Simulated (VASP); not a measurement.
Here is a VASP 6.6.1 calculation.

File INCAR:

```
ALGO = Normal
EDIFF = 1E-6
ENCUT = 520
GGA = PE
ISIF = 2
ISMEAR = 0
LASPH = T
LCHARG = F
LREAL = F
LWAVE = F
NBANDS = 24
NELM = 80
PREC = Accurate
SIGMA = 0.1
```

Contents of KPOINTS:

```
k-points
0
Gamma
  4 4 8
```

POSCAR

```
Be4BrF2
1.0
    4.6303116700      0.0000000000      0.0000000000
    0.0000000000      4.6303116700      0.0000000000
    0.0000000000      0.0000000000      2.3151558400
Be Br F
4 1 2
Direct
    0.2500000000      0.7500000000      0.0000000000
    0.2500000000      0.2500000000      0.0000000000
    0.7500000000      0.7500000000      0.0000000000
    0.7500000000      0.2500000000      0.0000000000
    0.5000000000      0.5000000000      0.5000000000
    0.5000000000      0.0000000000      0.5000000000
    0.0000000000      0.5000000000      0.5000000000
```

Potentials or basis: VASP PAW PBE potentials, release 64 (Be, Br, F).

Run with:

```console
$ cat potpaw_PBE.64/Be/POTCAR potpaw_PBE.64/Br/POTCAR potpaw_PBE.64/F/POTCAR > POTCAR
$ mpirun -np 1 vasp_std > vasp.out
```

**Question.** What does it give for the largest force?

**Answer.** 4.095 eV/Å.

**Question.** Predict the pressure.

**Answer.** 127.5 GPa.

**Question.** Estimate the band gap on the k mesh.

**Answer.** Zero (an odd number of electrons rules out a gap without spin polarisation).

Forces in eV/Å, atoms in the order of the input:
```
Be  -2.896  2.896  0.000
Be  -2.896 -2.896  0.000
Be   2.896  2.896  0.000
Be   2.896 -2.896  0.000
Br   0.000  0.000  0.000
F    0.000  0.000  0.000
F    0.000  0.000  0.000
```

Caveat: the cell differs from its parent crystal (atoms taken out); the stress differs along the axes, from 115 to 152 GPa; an odd number of electrons without spin polarisation forces a metal; a magnetic or distorted state may lie lower.
